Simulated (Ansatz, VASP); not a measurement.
**Cu: VASP beside Ansatz**

The input INCAR:

```
SYSTEM = Cu
  ALGO = Normal
  EDIFF = 1E-6
  ENCUT = 520
  GGA = PE
  ISIF = 2
  ISMEAR = 0
  LASPH = .TRUE.
  LCHARG = .TRUE.
  LELF = .TRUE.
  LREAL = .FALSE.
  LVHAR = .TRUE.
  LWAVE = .FALSE.
  NBANDS = 12
  NELM = 80
  PREC = Accurate
  SIGMA = 0.15
```

File KPOINTS:

```
k-points
0
G
  22 22 22
  0 0 0
```

POSCAR

```
Cu
1.0
    0.0000000000      1.8075000000      1.7171250000
    1.8075000000      0.0000000000      1.7171250000
    1.8075000000      1.8075000000      0.0000000000
Cu
1
Direct
    0.0000000000      0.0000000000      0.0000000000
```

Input for Ansatz:

```yaml
crystal:
  lattice:
    - [0.0, 1.8075, 1.717125]
    - [1.8075, 0.0, 1.717125]
    - [1.8075, 1.8075, 0.0]
  atoms:
    - { symbol: Cu, position: [0.0, 0.0, 0.0] }
basis:
  ecutwfc: 420
kpoints:
  mp_grid: { grid: [22, 22, 22] }
hamiltonian:
  xc: pbe
scf:
  occupations: { method: gaussian, width: 0.15 }
output:
  forces: true
  stress: true
  eigenvalues: true
```

Change from the starting cell: strain +0.000 along x and y, -0.050 along z, atoms carried along.

Alike in both runs: task single point; functional PBE; k mesh 22 × 22 × 22; occupations gaussian, width 0.15 eV; no spin polarisation.

```csv
,VASP,Ansatz
version,VASP 6.6.1,Ansatz 0.2.0
potentials or method,"VASP PAW PBE potentials, release 64 (Cu), cutoff 520 eV","scalar-relativistic, plane waves, PAW"
valence electrons in the cell,11,19
```

|  | VASP | Ansatz | Ansatz less VASP |
| --- | --- | --- | --- |
| gap on the k mesh at the Fermi level (eV) | none | none | - |
| pressure (GPa) | 11.1 | 10.6 | -0.55 |
| traceless stress, the component that is largest in VASP (GPa) | 1.89 | 1.88 | -0.007 |

A gap of «none» marks a metal or a gap that the smearing closes. VASP's potentials hold 11 valence electrons a cell and Ansatz's 19, so a difference there can come from the potentials and not from the codes.
